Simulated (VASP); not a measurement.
# Bi2Se3 in VASP: further runs

The runs below take Bi2Se3 through single point, with PBEsol.

All numbers are computed with VASP 6.6.1; they aren't measurements. Logs are shortened: lines on timing, memory, paths and dates and some standing lists are left out, and cuts for length are marked.

### 1 The cell of the first run

The structure is trigonal, space group R-3m (No. 166). The conventional cell has a = 4.143 Å, b = 4.143 Å, c = 27.777 Å, α = 90.00°, β = 90.00°, γ = 120.00°. Bi (site symmetry 3m) has 6 Se at 2.83 to 3.04 Å within 3.7 Å. Se (site symmetry -3m) has 6 Bi at 3.04 Å and 12 Se at 4.14 Å within 4.2 Å. Se (site symmetry 3m) has 3 Bi at 2.83 Å and 3 Se at 3.46 Å within 3.7 Å.

### 2 Single point, PBEsol (zz strain of -3 %)

The input, INCAR:

```
SYSTEM = Bi2Se3
PREC     = Accurate       ! precision mode
ENCUT    = 520            ! plane-wave cutoff, eV
EDIFF    = 1E-6           ! SCF threshold, eV
ISMEAR   = -1             ! smearing method
SIGMA    = 0.03           ! smearing width, eV
LREAL    = .FALSE.        ! projectors in reciprocal space
LASPH    = .TRUE.         ! aspherical terms in the spheres
NELM     = 60             ! most SCF steps
ALGO     = Normal         ! electronic algorithm
ISIF     = 2              ! what is computed and relaxed
LWAVE    = .FALSE.        ! write WAVECAR
LCHARG   = .FALSE.        ! write CHGCAR
GGA      = PS             ! functional
NBANDS   = 32             ! bands
```

The input, KPOINTS:

```
regular mesh
0
G
  6 6 6
  0 0 0
```

The input, POSCAR:

```
Bi2Se3
1.0
    2.0714992968      1.1959806766      9.2589701000
   -2.0714992968      1.1959806766      9.2589701000
    0.0000000000     -2.3919613533      9.2589701000
Bi Se
2 3
Direct
    0.4008000000      0.4008000000      0.4008000000
    0.5992000000      0.5992000000      0.5992000000
    0.0000000000      0.0000000000      0.0000000000
    0.2117000000      0.2117000000      0.2117000000
    0.7883000000      0.7883000000      0.7883000000
```

Potentials or basis: VASP PAW PBE potentials, release 64 (Bi_d, Se).

The run is started by

```bash
cat potpaw_PBE.64/Bi_d/POTCAR potpaw_PBE.64/Se/POTCAR > POTCAR
mpirun -np 1 vasp_std > vasp.out
```

OUTCAR:

```text
SYSTEM = Bi2Se3
   PREC = Accurate
   ENCUT = 520
   EDIFF = 1E-6
   ISMEAR = -1
   LREAL = .FALSE.
   LASPH = .TRUE.
   NELM = 60
   ISIF = 2
   GGA = PS

 ion  position               nearest neighbor table
   1  0.401  0.401  0.401-   5 2.83   5 2.83   5 2.83   3 3.04   3 3.04   3 3.04
   2  0.599  0.599  0.599-   4 2.83   4 2.83   4 2.83   3 3.04   3 3.04   3 3.04
   3  0.000  0.000  0.000-   2 3.04   1 3.04   2 3.04   2 3.04   1 3.04   1 3.04
   4  0.212  0.212  0.212-   2 2.83   2 2.83   2 2.83
   5  0.788  0.788  0.788-   1 2.83   1 2.83   1 2.83

  LATTYP: Found a trigonal (rhomboedric) cell.
 ALAT       =     9.5629496719
 COS(alpha) =     0.9061539850

  Lattice vectors:

 A1 = (   2.0714992968,   1.1959806766,   9.2589701000)
 A2 = (  -2.0714992968,   1.1959806766,   9.2589701000)
 A3 = (   0.0000000000,  -2.3919613533,   9.2589701000)

Analysis of symmetry for initial positions (statically):
=====================================================================
 Subroutine PRICEL returns:
 Original cell was already a primitive cell.

 Routine SETGRP: Setting up the symmetry group for a
 trigonal (rhombohedral) supercell.

 Subroutine GETGRP returns: Found 12 space group operations
 (whereof 12 operations were pure point group operations)
 out of a pool of 12 trial point group operations.

The static configuration has the point symmetry D_3d.

Analysis of symmetry for dynamics (positions and initial velocities):
=====================================================================
 Subroutine PRICEL returns:
 Original cell was already a primitive cell.

 Routine SETGRP: Setting up the symmetry group for a
 trigonal (rhombohedral) supercell.

 Subroutine GETGRP returns: Found 12 space group operations
 (whereof 12 operations were pure point group operations)
 out of a pool of 12 trial point group operations.

The dynamic configuration has the point symmetry D_3d.

 Subroutine INISYM returns: Found 12 space group operations
 (whereof 12 operations are pure point group operations),
 and found     1 'primitive' translations

----------------------------------------------------------------------------------------

                                     Primitive cell

  volume of cell :     137.6331

  direct lattice vectors                    reciprocal lattice vectors
     2.071499297  1.195980677  9.258970100     0.241371069  0.139355652  0.036001124
    -2.071499297  1.195980677  9.258970100    -0.241371069  0.139355652  0.036001124
     0.000000000 -2.391961353  9.258970100     0.000000000 -0.278711303  0.036001124

  length of vectors
     9.562949672  9.562949672  9.562949672     0.281026817  0.281026817  0.281026817

  position of ions in fractional coordinates (direct lattice)
     0.400800000  0.400800000  0.400800000
     0.599200000  0.599200000  0.599200000
     0.000000000  0.000000000  0.000000000
     0.211700000  0.211700000  0.211700000
     0.788300000  0.788300000  0.788300000

  ion indices of the primitive-cell ions
   primitive index   ion index
                 1           1
                 2           2
                 3           3
                 4           4
                 5           5

----------------------------------------------------------------------------------------

 KPOINTS: regular mesh

Automatic generation of k-mesh.
 Grid dimensions read from file:
 generate k-points for:    6    6    6

 Generating k-lattice:

  Cartesian coordinates                     Fractional coordinates (reciprocal lattice)
     0.040228512  0.023225942  0.006000187     0.166666667  0.000000000  0.000000000
    -0.040228512  0.023225942  0.006000187     0.000000000  0.166666667  0.000000000
     0.000000000 -0.046451884  0.006000187     0.000000000  0.000000000  0.166666667

  Length of vectors
     0.046837803  0.046837803  0.046837803

  Shift w.r.t. Gamma in fractional coordinates (k-lattice)
     0.000000000  0.000000000  0.000000000

 Subroutine IBZKPT returns following result:
 ===========================================

 Found     32 irreducible k-points:

 Following reciprocal coordinates:
            Coordinates               Weight
  0.000000  0.000000  0.000000      1.000000
  0.166667 -0.000000  0.000000      6.000000
  0.333333  0.000000  0.000000      6.000000
  0.500000 -0.000000  0.000000      3.000000
  0.166667  0.166667  0.000000      6.000000
  0.333333  0.166667  0.000000     12.000000
[... 16 lines left out ...]
  0.500000  0.500000  0.166667      6.000000
 -0.333333  0.500000  0.166667     12.000000
 [... further k-points ...]
   k-points           NKPTS =     32   k-points in BZ     NKDIM =     32   number of bands    NBANDS=     32
   number of dos      NEDOS =    301   number of ions     NIONS =      5
   total plane-waves  NPLWV = 373248
   dimension x,y,z NGX =    72 NGY =   72 NGZ =   72
   dimension x,y,z NGXF=   144 NGYF=  144 NGZF=  144
   ions per type =               2   3
   NGX,Y,Z   is equivalent  to a cutoff of  12.52, 12.52, 12.52 a.u.
   NGXF,Y,Z  is equivalent  to a cutoff of  25.03, 25.03, 25.03 a.u.
 SYSTEM =  Bi2Se3
   PREC   = accura    normal or accurate (medium, high low for compatibility)
   ISTART =      0    job   : 0-new  1-cont  2-samecut
   ICHARG =      2    charge: 1-file 2-atom 10-const
   ISPIN  =      1    spin polarized calculation?
   LNONCOLLINEAR =      F non collinear calculations
   LSORBIT =      F    spin-orbit coupling
   LASPH  =      T    aspherical Exc in radial PAW
   ENCUT  =  520.0 eV  38.22 Ry    6.18 a.u.  17.78 17.78 17.78*2*pi/ulx,y,z
   NELM   =     60;   NELMIN=  2; NELMDL= -5     # of ELM steps
   EDIFF  = 0.1E-05   stopping-criterion for ELM
   LREAL  =      F    real-space projection
   EDIFFG = 0.1E-04   stopping-criterion for IOM
   NSW    =      0    number of steps for IOM
   IBRION =     -1    ionic relax: 0-MD 1-quasi-New 2-CG
   NFREE  =      0    steps in history (QN), initial steepest desc. (CG)
   ISIF   =      2    stress and relaxation
   ISYM   =      2    0-nonsym 1-usesym 2-fastsym
   POTIM  = 0.5000    time-step for ionic-motion
   TEBEG  =    0.0;   TEEND  =   0.0 temperature during run
   PSTRESS=    0.0 pullay stress
   NELECT =      48.0000    total number of electrons
   NUPDOWN=      -1.0000    fix difference up-down
   EMIN   =  10.00;   EMAX   =-10.00  energy-range for DOS
   EFERMI =   0.00;   METHOD = LEGACY
   ISMEAR =    -1;   SIGMA  =   0.03  broadening in eV -4-tet -1-fermi 0-gaus
   EFERMI_NEDOS =   21; number of points for ismear=-14 and -15
   IALGO  =     38    algorithm
   IMIX   =      4    mixing-type and parameters
     AMIX     =   0.40;   BMIX     =  1.00
     AMIX_MAG =   1.60;   BMIX_MAG =  1.00
  volume/ion in A,a.u.               =      27.53       185.76
  Fermi-wavevector in a.u.,A,eV,Ry     =   1.152341  2.177608 18.067032  1.327889
  Thomas-Fermi vector in A             =   2.288992
   LORBIT       =      0    0 simple, 1 ext, 2 COOP (PROOUT), +10 PAW based schemes
   GGA     = PS    functional components
   LHFCALC =     F    Hartree Fock is set to
   AEXX    =    0.0000 exact exchange contribution
   IVDW    =     0    specifies the selected vdW correction
   LEPSILON=     F    determine dielectric tensor
   LRPA    =     F    only Hartree local field effects (RPA)
 non-spin polarized calculation
  energy-cutoff  :      520.00
  volume of cell :      137.63
 maximum number of plane-waves:      3748
   NGX = 35   NGY = 35   NGZ = 35

 number of electron      47.9999997 magnetization

 Free energy of the ion-electron system (eV)
  ---------------------------------------------------
  ext. energy  EPLUGINS =         0.00000000
  ---------------------------------------------------
  free energy    TOTEN  =       -22.02006911 eV

  energy without entropy =      -22.01968879  energy(sigma->0) =      -22.01987895

 E-fermi :   5.1691     XC(G=0):  -9.8212

 val. band max:        5.1565741157   @ k =   0.0000   0.0000   0.0000
 cond. band min:       5.1815955102   @ k =   0.0000   0.0000   0.0000
 fundamental gap:      0.0250213945
 Fermi energy:         5.1691198862

 k-point     1 :       0.0000    0.0000    0.0000
  band No.  band energies     occupation
      1     -17.8686      2.00000
      2     -17.8686      2.00000
      3     -17.8658      2.00000
      4     -17.8658      2.00000
      5     -17.8586      2.00000
      6     -17.8557      2.00000
[... 24 lines left out ...]
     31      10.9965      0.00000
     32      11.9856      0.00000

 k-point     2 :       0.1667   -0.0000    0.0000
  band No.  band energies     occupation
      1     -17.8742      2.00000
      2     -17.8704      2.00000
      3     -17.8632      2.00000
      4     -17.8605      2.00000
      5     -17.8549      2.00000
      6     -17.8522      2.00000
[... 24 lines left out ...]
     31      10.0798      0.00000
     32      10.9779      0.00000

 k-point     3 :       0.3333    0.0000    0.0000
  band No.  band energies     occupation
      1     -17.8871      2.00000
      2     -17.8809      2.00000
      3     -17.8586      2.00000
      4     -17.8580      2.00000
      5     -17.8541      2.00000
      6     -17.8520      2.00000
[... 24 lines left out ...]
     31       9.8555      0.00000
     32      11.5945      0.00000

 k-point     4 :       0.5000   -0.0000    0.0000
  band No.  band energies     occupation
      1     -17.8940      2.00000
      2     -17.8864      2.00000
      3     -17.8605      2.00000
      4     -17.8588      2.00000
      5     -17.8542      2.00000
      6     -17.8528      2.00000
[... 24 lines left out ...]
     31       9.6722      0.00000
     32      11.3582      0.00000

 k-point     5 :       0.1667    0.1667    0.0000
  band No.  band energies     occupation
      1     -17.8742      2.00000
      2     -17.8704      2.00000
      3     -17.8632      2.00000
      4     -17.8605      2.00000
      5     -17.8550      2.00000
      6     -17.8521      2.00000
[... 584 lines left out ...]
     31      10.2931      0.00000
     32      11.1009      0.00000

 k-point    22 :      -0.1667    0.3333    0.1667
  band No.  band energies     occupation
      1     -17.8866      2.00000
      2     -17.8810      2.00000
      3     -17.8636      2.00000
      4     -17.8567      2.00000
      5     -17.8552      2.00000
      6     -17.8503      2.00000
[... 24 lines left out ...]
     31       9.6879      0.00000
     32      11.8460      0.00000

 k-point    23 :       0.5000    0.5000    0.1667
  band No.  band energies     occupation
      1     -17.8870      2.00000
      2     -17.8810      2.00000
      3     -17.8587      2.00000
      4     -17.8581      2.00000
      5     -17.8541      2.00000
      6     -17.8520      2.00000
[... 24 lines left out ...]
     31       9.6562      0.00000
     32      11.4128      0.00000

 k-point    24 :      -0.3333    0.5000    0.1667
  band No.  band energies     occupation
      1     -17.8865      2.00000
      2     -17.8811      2.00000
      3     -17.8637      2.00000
      4     -17.8567      2.00000
      5     -17.8552      2.00000
      6     -17.8503      2.00000
[... 24 lines left out ...]
     31      10.3172      0.00000
     32      11.6131      0.00000

 [... further k-points ...]
[... 5 lines left out ...]
  --------------------------------------------------------------------------------------
  -------------------------------------------------------------------------------------
  Total        1.1371090      1.1371090      2.1020817      0.0000000     -0.0000000      0.0000000
  in kB       13.2370066     13.2370066     24.4701876      0.0000000     -0.0000000      0.0000000
  external PRESSURE =      16.9814003 kB  Pullay stress =       0.0000000 kB

 VOLUME and BASIS-vectors are now :
 -----------------------------------------------------------------------------
  energy-cutoff  :      520.00
  volume of cell :      137.63
      direct lattice vectors                 reciprocal lattice vectors
     2.071499297  1.195980677  9.258970100     0.241371069  0.139355652  0.036001124
    -2.071499297  1.195980677  9.258970100    -0.241371069  0.139355652  0.036001124
     0.000000000 -2.391961353  9.258970100     0.000000000 -0.278711303  0.036001124

 POSITION                                       TOTAL-FORCE (eV/Angst)
 -----------------------------------------------------------------------------------
      0.00000     -0.00000     11.13299         0.000000      0.000000     -0.253681
      0.00000     -0.00000     16.64392         0.000000     -0.000000      0.253681
      0.00000      0.00000      0.00000         0.000000     -0.000000      0.000000
      0.00000     -0.00000      5.88037         0.000000      0.000000     -0.401476
      0.00000     -0.00000     21.89654         0.000000     -0.000000      0.401476
 -----------------------------------------------------------------------------------
    total drift:                                0.000000      0.000000      0.000000

  FREE ENERGIE OF THE ION-ELECTRON SYSTEM (eV)
  ---------------------------------------------------
  free  energy   TOTEN  =       -22.0200691060 eV

  energy  without entropy=      -22.0196887876  energy(sigma->0) =      -22.01987895
```

Run time: 8.8 min. Hardware: 1 thread of AMD EPYC 7R43 (Zen 3), shared host; peak memory 0.69 GiB.

Results:

```yaml
Free_energy: -22.0201 eV
Pressure: 1.7 GPa
Largest_force: 0.401 eV/Å
Band_gap_on_the_k_mesh: 0.03 eV
```

Forces on the atoms (eV/Å):
```
Bi   0.000  0.000 -0.254
Bi   0.000  0.000  0.254
Se   0.000  0.000  0.000
Se   0.000  0.000 -0.401
Se   0.000  0.000  0.401
```

Stress tensor (GPa, compression positive):
```
1.32 0.00 0.00
0.00 1.32 0.00
0.00 0.00 2.45
```

Caveat: the cell differs from its parent crystal (zz strain of -3 %); the PAW data sets were made with another functional, which shifts forces and pressure a little; spin-orbit coupling is left out, which moves the levels of the heavy elements.

### 3 Single point, PBEsol (zz strain of -1 %)

The input, INCAR:

```
SYSTEM = Bi2Se3
  ALGO = Normal
  EDIFF = 1E-7
  ENCUT = 520
  GGA = PS
  ISIF = 2
  ISMEAR = -1
  LASPH = .True.
  LCHARG = .False.
  LREAL = .False.
  LWAVE = .False.
  NBANDS = 32
  NELM = 100
  PREC = Accurate
  SIGMA = 0.03
```

The input, KPOINTS:

```
k-points
0
Gamma
  6 6 6
  0 0 0
```

POSCAR: that of step 2 with these lines changed.

```diff
@@ -2,5 +2,5 @@
 1.0
-    2.0714992968      1.1959806766      9.2589701000
-   -2.0714992968      1.1959806766      9.2589701000
-    0.0000000000     -2.3919613533      9.2589701000
+    2.0714992968      1.1959806766      9.4498767000
+   -2.0714992968      1.1959806766      9.4498767000
+    0.0000000000     -2.3919613533      9.4498767000
 Bi Se
```

Potentials or basis: VASP PAW PBE potentials, release 64 (Bi_d, Se).

The run is started by

```bash
cat potpaw_PBE.64/Bi_d/POTCAR potpaw_PBE.64/Se/POTCAR > POTCAR
mpirun -np 1 vasp_std > vasp.out
```

It took 9.8 min on 1 thread of AMD EPYC 7R43 (Zen 3), shared host; peak memory 0.7 GiB.

Results (log left out):

```yaml
Free_energy: -22.0478 eV
Pressure: 0.3 GPa
Largest_force: 0.213 eV/Å
Band_gap_on_the_k_mesh: 0.10 eV
```

Forces in eV/Å, atoms in the order of the input:
```
Bi   0.000  0.000 -0.213
Bi   0.000  0.000  0.213
Se   0.000  0.000  0.000
Se   0.000  0.000 -0.199
Se   0.000  0.000  0.199
```

Stress tensor (GPa, compression positive):
```
0.20 0.00 0.00
0.00 0.20 0.00
0.00 0.00 0.62
```

Levels at points of the mesh, in eV from the valence-band top:
```csv
k point,band 21,band 22,band 23,band 24,band 25,band 26,band 27,band 28
"(0.00, 0.00, 0.00)",-1.92,-1.24,-1.24,0.00,0.10,1.33,1.33,2.06
"(0.50, 0.00, 0.00)",-3.04,-2.17,-1.24,-0.54,0.77,1.91,2.92,3.23
"(0.50, 0.50, 0.00)",-1.93,-1.91,-1.68,-0.96,1.32,1.94,2.62,2.99
"(0.50, 0.50, 0.50)",-1.61,-1.43,-1.43,-0.46,0.55,1.66,1.66,2.00
```

Caveat: the cell differs from its parent crystal (zz strain of -1 %); the PAW data sets were made with another functional, which shifts forces and pressure a little; spin-orbit coupling is left out, which moves the levels of the heavy elements.

### 4 Single point, PBEsol (zz strain of +2 %)

The input, INCAR:

```
PREC = Accurate
ENCUT = 520
EDIFF = 1E-6
ISMEAR = -1
SIGMA = 0.03
LREAL = F
LASPH = T
NELM = 60
ALGO = Normal
ISIF = 2
LWAVE = F
LCHARG = F
GGA = PS
NBANDS = 32
```

The input, KPOINTS:

```
regular mesh
0
Gamma
  6 6 6
```

POSCAR: that of step 3 with these lines changed.

```diff
@@ -2,5 +2,5 @@
 1.0
-    2.0714992968      1.1959806766      9.4498767000
-   -2.0714992968      1.1959806766      9.4498767000
-    0.0000000000     -2.3919613533      9.4498767000
+    2.0714992968      1.1959806766      9.7362366000
+   -2.0714992968      1.1959806766      9.7362366000
+    0.0000000000     -2.3919613533      9.7362366000
 Bi Se
```

The run is started by

```bash
cat potpaw_PBE.64/Bi_d/POTCAR potpaw_PBE.64/Se/POTCAR > POTCAR
mpirun -np 1 vasp_std > vasp.out
```

Wall time 10 min (1 thread of AMD EPYC 7R43 (Zen 3), shared host); peak memory 0.9 GiB.

Results (log left out):

* Free energy: -22.0305 eV
* Pressure: -1.5 GPa
* Largest force: 0.144 eV/Å
* Band gap on the k mesh: 0.22 eV

Forces in eV/Å, atoms in the order of the input:
```
Bi   0.000  0.000 -0.144
Bi   0.000  0.000  0.144
Se   0.000  0.000  0.000
Se   0.000  0.000  0.105
Se   0.000  0.000 -0.105
```

Stress tensor (GPa, compression positive):
```
-1.23  0.00  0.00
 0.00 -1.23  0.00
 0.00  0.00 -1.97
```

Levels at points of the mesh, in eV from the valence-band top:
```
           k point  band 22  band 23  band 24  band 25  band 26  band 27
(0.00, 0.00, 0.00)    -1.10    -1.10     0.00     0.22     1.44     1.44
(0.50, 0.00, 0.00)    -2.15    -1.18    -0.59     0.78     1.88     2.87
(0.50, 0.50, 0.00)    -1.84    -1.54    -1.09     1.22     1.86     2.51
(0.50, 0.50, 0.50)    -1.25    -1.25    -0.49     0.65     1.72     1.72
```

Caveat: the cell differs from its parent crystal (zz strain of +2 %); the PAW data sets were made with another functional, which shifts forces and pressure a little; spin-orbit coupling is left out, which moves the levels of the heavy elements. A k mesh can miss the band edges.

[end of part 1 of 2]
